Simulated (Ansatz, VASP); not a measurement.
# Two plane-wave programs on Al5As

```
Al As
1.0
     4.67265    0.00000    0.00000
    -2.33632    4.04663    0.00000
     0.00000    0.00000    5.66137
Al As
5 1
Direct
  0.33333 0.66667 0.25367
  0.33333 0.66667 0.74633
  0.66667 0.33333 0.74633
  0.66667 0.33333 0.25367
  0.00000 0.00000 0.50000
  0.00000 0.00000 0.00000
```

Alike in both runs: functional PBE; k mesh 12 × 12 × 6; occupations gaussian, width 0.1 eV; no spin polarisation.

Ansatz relaxed the structure, and its values are those at the end. VASP's run is a single point on that final structure, the one shown.

|  | VASP | Ansatz |
| --- | --- | --- |
| version | VASP 6.6.1 | Ansatz 0.2.0 |
| potentials or method | VASP PAW PBE potentials, release 64 (Al, As), cutoff 520 eV | scalar-relativistic, plane waves, PAW |
| valence electrons in the cell | 20 | 30 |

```tsv
	VASP	Ansatz	Ansatz less VASP
gap on the k mesh at the Fermi level (eV)	none	none	-
pressure (GPa)	0.0	0.0	-0.01
```

A gap of «none» marks a metal or a gap that the smearing closes. With one functional, cell and mesh, what is left measures potentials, basis and numerics. VASP's potentials hold 20 valence electrons a cell and Ansatz's 30, so a difference there can come from the potentials and not from the codes.
